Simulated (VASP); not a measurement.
# Pt7Se16 (a cell with a defect) in VASP: further runs

Runs on Pt7Se16 (a cell with a defect). Level: PBE. Tasks: single point.

Everything below comes from runs of VASP 6.6.1. Logs are shortened: lines on timing, memory, paths and dates and some standing lists are left out, and cuts for length are marked.

## Step 1: The cell of the first run

The cell holds a defect, 23 atoms: a = 7.530 Å, b = 7.530 Å, c = 10.163 Å, α = 90.00°, β = 90.00°, γ = 120.00°.

## Step 2: Single point, PBE

The input, INCAR:

```
SYSTEM = Pt7Se16
PREC = Accurate
ENCUT = 520
EDIFF = 1E-6
ISMEAR = 1
SIGMA = 0.15
LREAL = Auto
LASPH = .TRUE.
NELM = 60
ALGO = Normal
ISIF = 2
LWAVE = .FALSE.
LCHARG = .FALSE.
GGA = PE
NBANDS = 100
```

The input, KPOINTS:

```
regular mesh
0
G
  2 2 2
  0 0 0
```

The input, POSCAR:

```
Pt7Se16
1.0
    7.5301619300     -0.0000000400      0.0000000000
   -3.7650800000      6.5213120800      0.0000000000
    0.0000000000      0.0000000000     10.1632320000
Se Pt
16 7
Direct
    0.1690533195      0.3310625194      0.1245987497
    0.3338332165      0.1665417940      0.3722042358
    0.1786231541      0.3220500693      0.6363619368
    0.3306143612      0.1685301976      0.8403170369
    0.1700839720      0.8376660923      0.1241325594
    0.3466994873      0.6733963902      0.3685640552
    0.1744023441      0.8471562071      0.6323661607
    0.3381005012      0.6695330571      0.8764113621
    0.6623803601      0.3299949458      0.1240985151
    0.8262114443      0.1524966174      0.3680043907
    0.6539228997      0.3262906299      0.6320896738
    0.8303196013      0.1619065336      0.8763332373
    0.6697934415      0.8308498290      0.1601763101
    0.8224170022      0.6780183157      0.3642517459
    0.6670238878      0.8333790746      0.6283498202
    0.8313358644      0.6684380351      0.8759022720
    0.0001778930     -0.0002258748      0.0002405731
    0.0002131625      0.4997713589      0.0002476574
    0.0004129997      1.0000554980      0.5002900652
    0.5002710854     -0.0002482599      0.0002960672
    0.5003670477     -0.0001251251      0.5002462799
    0.5001521178      0.4996083580      0.0001900970
    0.5004888217      0.4999303790      0.5002795371
```

Potentials or basis: VASP PAW PBE potentials, release 64 (Se, Pt).

The run is started by

```sh
> cat potpaw_PBE.64/Se/POTCAR potpaw_PBE.64/Pt/POTCAR > POTCAR
> mpirun -np 1 vasp_std > vasp.out
```

OUTCAR:

```text
SYSTEM = Pt7Se16
   PREC = Accurate
   ENCUT = 520
   EDIFF = 1E-6
   ISMEAR = 1
   LREAL = Auto
   LASPH = .TRUE.
   NELM = 60
   ISIF = 2
   GGA = PE

 ion  position               nearest neighbor table
   1  0.169  0.331  0.125-  22 2.50  17 2.50  18 2.54
   2  0.334  0.167  0.372-  21 2.53  23 2.53  19 2.53
   3  0.179  0.322  0.636-  23 2.52  19 2.52
   4  0.331  0.169  0.840-  17 2.70  22 2.70  20 2.74
   5  0.170  0.838  0.124-  20 2.49  17 2.50  18 2.54
   6  0.347  0.673  0.369-  21 2.52  23 2.52
   7  0.174  0.847  0.632-  21 2.52  19 2.52
   8  0.338  0.670  0.876-  20 2.49  22 2.50  18 2.54
   9  0.662  0.330  0.124-  20 2.49  22 2.50  18 2.54
  10  0.826  0.152  0.368-  21 2.52  19 2.52
  11  0.654  0.326  0.632-  21 2.52  23 2.52
  12  0.830  0.162  0.876-  20 2.49  17 2.50  18 2.54
  13  0.670  0.831  0.160-  17 2.70  22 2.70  20 2.74
  14  0.822  0.678  0.364-  23 2.52  19 2.52
  15  0.667  0.833  0.628-  21 2.53  19 2.53  23 2.53
  16  0.831  0.668  0.876-  22 2.50  17 2.50  18 2.54
  17  0.000  1.000  0.000-   1 2.50  16 2.50  12 2.50   5 2.50  13 2.70   4 2.70
  18  0.000  0.500  0.000-   9 2.54   8 2.54  12 2.54   5 2.54  16 2.54   1 2.54
  19  0.000  0.000  0.500-  14 2.52   3 2.52  10 2.52   7 2.52  15 2.53   2 2.53
  20  0.500  1.000  0.000-  12 2.49   5 2.49   9 2.49   8 2.49  13 2.74   4 2.74
  21  0.500  1.000  0.500-   7 2.52  10 2.52   6 2.52  11 2.52   2 2.53  15 2.53
  22  0.500  0.500  0.000-  16 2.50   1 2.50   9 2.50   8 2.50   4 2.70  13 2.70
  23  0.500  0.500  0.500-   3 2.52  14 2.52  11 2.52   6 2.52   2 2.53  15 2.53

  LATTYP: Found a hexagonal cell.
 ALAT       =     7.5301619300
 C/A-ratio  =     1.3496697806

  Lattice vectors:

 A1 = (   7.5301619300,  -0.0000000400,   0.0000000000)
 A2 = (  -3.7650800000,   6.5213120800,   0.0000000000)
 A3 = (   0.0000000000,   0.0000000000,  10.1632320000)

Analysis of symmetry for initial positions (statically):
=====================================================================
 Subroutine PRICEL returns:
 Original cell was already a primitive cell.

 Routine SETGRP: Setting up the symmetry group for a
 hexagonal supercell.

 Subroutine GETGRP returns: Found  1 space group operations
 (whereof  1 operations were pure point group operations)
 out of a pool of 24 trial point group operations.

The static configuration has the point symmetry C_1 .

Analysis of symmetry for dynamics (positions and initial velocities):
=====================================================================
 Subroutine PRICEL returns:
 Original cell was already a primitive cell.

 Routine SETGRP: Setting up the symmetry group for a
 hexagonal supercell.

 Subroutine GETGRP returns: Found  1 space group operations
 (whereof  1 operations were pure point group operations)
 out of a pool of 24 trial point group operations.

The dynamic configuration has the point symmetry C_1 .

 Subroutine INISYM returns: Found  1 space group operations
 (whereof  1 operations are pure point group operations),
 and found     1 'primitive' translations

----------------------------------------------------------------------------------------

                                     Primitive cell

  volume of cell :     499.0811

  direct lattice vectors                    reciprocal lattice vectors
     7.530161930 -0.000000040  0.000000000     0.132799269  0.076671668  0.000000000
    -3.765080000  6.521312080  0.000000000     0.000000001  0.153343375  0.000000000
     0.000000000  0.000000000 10.163232000     0.000000000  0.000000000  0.098393897

  length of vectors
     7.530161930  7.530161927 10.163232000     0.153343375  0.153343375  0.098393897

  position of ions in fractional coordinates (direct lattice)
     0.169053320  0.331062519  0.124598750
     0.333833216  0.166541794  0.372204236
     0.178623154  0.322050069  0.636361937
     0.330614361  0.168530198  0.840317037
     0.170083972  0.837666092  0.124132559
     0.346699487  0.673396390  0.368564055
[... 15 lines left out ...]
     0.500152118  0.499608358  0.000190097
     0.500488822  0.499930379  0.500279537

  ion indices of the primitive-cell ions
   primitive index   ion index
                 1           1
                 2           2
                 3           3
                 4           4
                 5           5
                 6           6
[... 15 lines left out ...]
                22          22
                23          23

----------------------------------------------------------------------------------------

 KPOINTS: regular mesh

Automatic generation of k-mesh.
 Grid dimensions read from file:
 generate k-points for:    2    2    2

 Generating k-lattice:

  Cartesian coordinates                     Fractional coordinates (reciprocal lattice)
     0.066399635  0.038335834  0.000000000     0.500000000  0.000000000  0.000000000
     0.000000000  0.076671687  0.000000000     0.000000000  0.500000000  0.000000000
     0.000000000  0.000000000  0.049196948     0.000000000  0.000000000  0.500000000

  Length of vectors
     0.076671687  0.076671687  0.049196948

  Shift w.r.t. Gamma in fractional coordinates (k-lattice)
     0.000000000  0.000000000  0.000000000

 Subroutine IBZKPT returns following result:
 ===========================================

 Found      8 irreducible k-points:

 Following reciprocal coordinates:
            Coordinates               Weight
  0.000000  0.000000  0.000000      1.000000
  0.500000  0.000000  0.000000      1.000000
 -0.000000  0.500000  0.000000      1.000000
  0.500000  0.500000  0.000000      1.000000
  0.000000  0.000000  0.500000      1.000000
  0.500000  0.000000  0.500000      1.000000
 -0.000000  0.500000  0.500000      1.000000
  0.500000  0.500000  0.500000      1.000000
   k-points           NKPTS =      8   k-points in BZ     NKDIM =      8   number of bands    NBANDS=    100
   number of dos      NEDOS =    301   number of ions     NIONS =     23
   total plane-waves  NPLWV = 250880
   dimension x,y,z NGX =    56 NGY =   56 NGZ =   80
   dimension x,y,z NGXF=   112 NGYF=  112 NGZF=  160
   ions per type =              16   7
   NGX,Y,Z   is equivalent  to a cutoff of  12.36, 12.36, 13.09 a.u.
   NGXF,Y,Z  is equivalent  to a cutoff of  24.73, 24.73, 26.17 a.u.
 SYSTEM =  Pt7Se16
   PREC   = accura    normal or accurate (medium, high low for compatibility)
   ISTART =      0    job   : 0-new  1-cont  2-samecut
   ICHARG =      2    charge: 1-file 2-atom 10-const
   ISPIN  =      1    spin polarized calculation?
   LNONCOLLINEAR =      F non collinear calculations
   LSORBIT =      F    spin-orbit coupling
   LASPH  =      T    aspherical Exc in radial PAW
   ENCUT  =  520.0 eV  38.22 Ry    6.18 a.u.  14.00 14.00 18.90*2*pi/ulx,y,z
   NELM   =     60;   NELMIN=  2; NELMDL= -5     # of ELM steps
   EDIFF  = 0.1E-05   stopping-criterion for ELM
   LREAL  =      T    real-space projection
   EDIFFG = 0.1E-04   stopping-criterion for IOM
   NSW    =      0    number of steps for IOM
   IBRION =     -1    ionic relax: 0-MD 1-quasi-New 2-CG
   NFREE  =      0    steps in history (QN), initial steepest desc. (CG)
   ISIF   =      2    stress and relaxation
   ISYM   =      2    0-nonsym 1-usesym 2-fastsym
   POTIM  = 0.5000    time-step for ionic-motion
   TEBEG  =    0.0;   TEEND  =   0.0 temperature during run
   PSTRESS=    0.0 pullay stress
   NELECT =     166.0000    total number of electrons
   NUPDOWN=      -1.0000    fix difference up-down
   EMIN   =  10.00;   EMAX   =-10.00  energy-range for DOS
   EFERMI =   0.00;   METHOD = LEGACY
   ISMEAR =     1;   SIGMA  =   0.15  broadening in eV -4-tet -1-fermi 0-gaus
   EFERMI_NEDOS =   21; number of points for ismear=-14 and -15
   IALGO  =     38    algorithm
   IMIX   =      4    mixing-type and parameters
     AMIX     =   0.40;   BMIX     =  1.00
     AMIX_MAG =   1.60;   BMIX_MAG =  1.00
  volume/ion in A,a.u.               =      21.70       146.43
  Fermi-wavevector in a.u.,A,eV,Ry     =   1.134281  2.143479 17.505152  1.286592
  Thomas-Fermi vector in A             =   2.270984
   LORBIT       =      0    0 simple, 1 ext, 2 COOP (PROOUT), +10 PAW based schemes
   GGA     = PE    functional components
   LHFCALC =     F    Hartree Fock is set to
   AEXX    =    0.0000 exact exchange contribution
   IVDW    =     0    specifies the selected vdW correction
   LEPSILON=     F    determine dielectric tensor
   LRPA    =     F    only Hartree local field effects (RPA)
 non-spin polarized calculation
 Methfessel and Paxton  Order N= 1 SIGMA  =   0.15
  energy-cutoff  :      520.00
  volume of cell :      499.08
 maximum number of plane-waves:     13456
   NGX = 29   NGY = 29   NGZ = 37

 number of electron     165.9999990 magnetization

 Free energy of the ion-electron system (eV)
  ---------------------------------------------------
  ext. energy  EPLUGINS =         0.00000000
  ---------------------------------------------------
  free energy    TOTEN  =      -105.36667877 eV

  energy without entropy =     -105.35811849  energy(sigma->0) =     -105.36382534

 E-fermi :   5.2137     XC(G=0): -10.2920

 val. band max:        5.1606664723   @ k =   0.5000   0.0000   0.0000
 cond. band min:       5.2454010977   @ k =   0.5000   0.5000   0.0000
 fundamental gap:      0.0847346254
 Fermi energy:         5.2136766694

 k-point     1 :       0.0000    0.0000    0.0000
  band No.  band energies     occupation
      1      -9.7330      2.00000
      2      -8.9642      2.00000
      3      -8.5613      2.00000
      4      -8.2943      2.00000
      5      -8.2402      2.00000
      6      -8.1690      2.00000
[... 87 lines left out ...]
     94       6.9923     -0.00000
     95       7.2799     -0.00000

 k-point     2 :       0.5000    0.0000    0.0000
  band No.  band energies     occupation
      1      -9.2281      2.00000
      2      -9.1086      2.00000
      3      -8.5732      2.00000
      4      -8.5019      2.00000
      5      -8.3516      2.00000
      6      -8.3437      2.00000
[... 577 lines left out ...]
     94       7.0561     -0.00000
     95       7.1817     -0.00000

 k-point     8 :       0.5000    0.5000    0.5000
  band No.  band energies     occupation
      1      -9.0726      2.00000
      2      -9.0061      2.00000
      3      -8.9967      2.00000
      4      -8.7012      2.00000
      5      -8.2897      2.00000
      6      -8.2697      2.00000
[... 87 lines left out ...]
     94       7.0679     -0.00000
     95       7.1940     -0.00000
 [bands above 95 left out]

------------------------ aborting loop because EDIFF is reached ----------------------------------------

  FORCE on cell =-STRESS in cart. coord.  units (eV):
  Direction    XX          YY          ZZ          XY          YZ          ZX
  --------------------------------------------------------------------------------------
  -------------------------------------------------------------------------------------
  Total        1.4970029      1.5171217     -5.4682252      0.0521518      0.1505217     -0.3416254
  in kB        4.8057600      4.8703466    -17.5543937      0.1674205      0.4832131     -1.0967043
  external PRESSURE =      -2.6260957 kB  Pullay stress =       0.0000000 kB

 VOLUME and BASIS-vectors are now :
 -----------------------------------------------------------------------------
  energy-cutoff  :      520.00
  volume of cell :      499.08
      direct lattice vectors                 reciprocal lattice vectors
     7.530161930 -0.000000040  0.000000000     0.132799269  0.076671668  0.000000000
    -3.765080000  6.521312080  0.000000000     0.000000001  0.153343375  0.000000000
     0.000000000  0.000000000 10.163232000     0.000000000  0.000000000  0.098393897

 POSITION                                       TOTAL-FORCE (eV/Angst)
 -----------------------------------------------------------------------------------
      0.02652      2.15896      1.26633         0.001046     -0.000561      0.004171
      1.88678      1.08607      3.78280        -0.002475     -0.000762      0.005652
      0.13252      2.10019      6.46749        -0.000619     -0.003093     -0.003068
      1.85505      1.09904      8.54034        -0.006049      0.002284     -0.009676
     -1.87312      5.46268      1.26159         0.000245      0.002388      0.006808
      0.07531      4.39143      3.74580         0.004383     -0.004422      0.002206
[... 15 lines left out ...]
      1.88516      3.25810      0.00193        -0.002002      0.008937      0.003474
      1.88648      3.26020      5.08446        -0.003475      0.002053     -0.001227
 -----------------------------------------------------------------------------------
    total drift:                               -0.013232     -0.001085     -0.046701

  FREE ENERGIE OF THE ION-ELECTRON SYSTEM (eV)
  ---------------------------------------------------
  free  energy   TOTEN  =      -105.3666787697 eV

  energy  without entropy=     -105.3581184929  energy(sigma->0) =     -105.36382534
```

Run time: 14 min. Hardware: 1 thread of Intel Xeon 6975P-C, shared host; peak memory 0.67 GiB.

Results:

* Free energy: -105.3667 eV
* Pressure: -0.3 GPa
* Largest force: 0.014 eV/Å
* Band gap on the k mesh: zero (band 83 reaches 5.33 eV, above the bottom of band 84 at 5.14 eV)

Forces in eV/Å, atoms in the order of the input:
```
Se   0.001 -0.001  0.004
Se  -0.002 -0.001  0.006
Se  -0.001 -0.003 -0.003
Se  -0.006  0.002 -0.010
Se   0.000  0.002  0.007
Se   0.004 -0.004  0.002
Se  -0.003  0.002  0.002
Se   0.006  0.003 -0.004
Se  -0.005 -0.002  0.008
Se   0.004 -0.002  0.008
Se   0.003  0.001  0.001
Se   0.004 -0.005 -0.004
Se   0.003  0.001  0.014
Se   0.000 -0.001  0.001
Se  -0.003 -0.002 -0.004
Se   0.000  0.001 -0.004
Pt   0.002 -0.001 -0.005
Pt   0.000  0.002 -0.005
Pt   0.003 -0.003 -0.007
Pt  -0.003 -0.003 -0.007
Pt  -0.002  0.001 -0.002
Pt  -0.002  0.009  0.003
Pt  -0.003  0.002 -0.001
```

Levels at points of the mesh, in eV from the Fermi level:
```
           k point  band 80  band 81  band 82  band 83  band 84  band 85  band 86  band 87
(0.00, 0.00, 0.00)    -0.70    -0.55    -0.43    -0.17    -0.08     0.94     1.07     1.08
(0.50, 0.00, 0.00)    -0.78    -0.64    -0.54    -0.05     0.06     0.09     0.67     0.69
(0.00, 0.50, 0.00)    -0.78    -0.63    -0.53    -0.06     0.06     0.10     0.68     0.70
(0.50, 0.50, 0.00)    -0.73    -0.61    -0.51    -0.08     0.03     0.18     0.69     0.71
(0.00, 0.00, 0.50)    -0.52    -0.49    -0.27     0.11     0.45     0.46     1.39     1.39
(0.50, 0.00, 0.50)    -0.81    -0.62    -0.35    -0.10     0.22     0.41     0.60     0.68
(0.00, 0.50, 0.50)    -0.82    -0.62    -0.35    -0.10     0.22     0.41     0.60     0.68
(0.50, 0.50, 0.50)    -0.89    -0.57    -0.31    -0.13     0.21     0.43     0.59     0.70
```

Caveat: the k points lie up to 0.48 Å⁻¹ apart; spin-orbit coupling is left out, which moves the levels of the heavy elements.

## Step 3: Single point, PBE

The input, INCAR:

```
SYSTEM = Pt7Se16
PREC = Accurate
ENCUT = 520
EDIFF = 1E-6
ISMEAR = 1
SIGMA = 0.15
LREAL = Auto
LASPH = .TRUE.
NELM = 100
ALGO = Normal
ISIF = 2
LWAVE = .FALSE.
LCHARG = .TRUE.
GGA = PE
LELF = .TRUE.
LVHAR = .TRUE.
NBANDS = 100
```

The input, KPOINTS:

```
Automatic mesh
0
G
  2 2 2
  0 0 0
```

The input, POSCAR:

```
Pt7Se16
1.0
    7.5301619300     -0.0000000400      0.0000000000
   -3.7650800000      6.5213120800      0.0000000000
    0.0000000000      0.0000000000     10.1632320000
Se Pt
16 7
Direct
    0.1691667537      0.3375078481      0.1241735897
    0.3491278386      0.1743804008      0.3674740476
    0.1756993054      0.3506637896      0.6338423643
    0.3379916672      0.1686824676      0.8762300221
    0.1691742092      0.8310195771      0.1241791981
    0.3337411791      0.6667369940      0.3720949202
    0.1757711304      0.8247904626      0.6338754247
    0.3323863102      0.6657985326      0.8402125426
    0.6677208247      0.3335535855      0.1601421674
    0.8248732181      0.1753760622      0.3665365506
    0.6670034540      0.3333485654      0.6284123003
    0.8310126641      0.1684365078      0.8761572106
    0.6622700812      0.8308614831      0.1241046155
    0.8247921620      0.6491751937      0.3665195284
    0.6512717404      0.8254269938      0.6332164807
    0.8310523785      0.6619867260      0.8761647869
    0.0001260694     -0.0002432026      0.0001574302
    0.0000576885      0.4997114016      0.0001887195
    0.0003418077      0.5000711452      0.5002292578
    0.5000715132     -0.0003321387      0.0001358820
    0.5003830804      0.0000121172      0.5002777660
    0.5001238740      0.4997646149      0.0001720909
    0.5003096415      0.4999903363      0.5002650732
```

Potentials or basis: VASP PAW PBE potentials, release 64 (Se, Pt).

The run is started by

```sh
> cat potpaw_PBE.64/Se/POTCAR potpaw_PBE.64/Pt/POTCAR > POTCAR
> mpirun -np 1 vasp_std > vasp.out
```

It took 19 min on 1 thread of AMD EPYC 7R13, shared host; peak memory 0.64 GiB.

The run converged. Its results:

| Property | Result |
| --- | --- |
| Free energy | -105.3668 eV |
| Pressure | -0.3 GPa |
| Largest force | 0.014 eV/Å |
| Band gap on the k mesh | zero (band 83 reaches 5.34 eV, above the bottom of band 84 at 5.10 eV) |

Forces in eV/Å, atoms in the order of the input:
```
Se   0.000  0.005  0.013
Se   0.009  0.006  0.000
Se   0.000  0.010  0.007
Se   0.006  0.003 -0.006
Se   0.003 -0.002  0.010
Se  -0.003 -0.002  0.009
Se   0.010 -0.007  0.004
Se   0.001  0.004 -0.010
Se  -0.002  0.000  0.014
Se  -0.011  0.006 -0.004
Se  -0.002 -0.001 -0.006
Se   0.000  0.002 -0.009
Se  -0.004 -0.004  0.011
Se   0.001 -0.012 -0.003
Se  -0.005 -0.004  0.008
Se   0.002 -0.007 -0.010
Pt  -0.001  0.002 -0.001
Pt   0.000  0.000 -0.005
Pt  -0.001 -0.003 -0.008
Pt  -0.002  0.006  0.001
Pt  -0.002  0.001 -0.005
Pt   0.000 -0.001 -0.002
Pt   0.001 -0.001 -0.007
```

Stress tensor (GPa, compression positive):
```
 0.50  0.01 -0.02
 0.01  0.49 -0.01
-0.02 -0.01 -1.74
```

Levels at points of the mesh, in eV from the Fermi level:
| k point | band 81 | band 82 | band 83 | band 84 | band 85 | band 86 |
| --- | --- | --- | --- | --- | --- | --- |
| (0.00, 0.00, 0.00) | -0.62 | -0.43 | -0.13 | -0.12 | 0.95 | 1.07 |
| (0.50, 0.00, 0.00) | -0.63 | -0.53 | -0.06 | 0.05 | 0.11 | 0.68 |
| (0.00, 0.50, 0.00) | -0.62 | -0.53 | -0.06 | 0.05 | 0.13 | 0.68 |
| (0.50, 0.50, 0.00) | -0.62 | -0.53 | -0.06 | 0.05 | 0.13 | 0.68 |
| (0.00, 0.00, 0.50) | -0.50 | -0.27 | 0.12 | 0.45 | 0.45 | 1.39 |
| (0.50, 0.00, 0.50) | -0.61 | -0.34 | -0.10 | 0.22 | 0.42 | 0.60 |
| (0.00, 0.50, 0.50) | -0.60 | -0.34 | -0.11 | 0.22 | 0.42 | 0.59 |
| (0.50, 0.50, 0.50) | -0.60 | -0.34 | -0.11 | 0.22 | 0.42 | 0.59 |

Caveat: the k points lie up to 0.48 Å⁻¹ apart; spin-orbit coupling is left out, which moves the levels of the heavy elements.
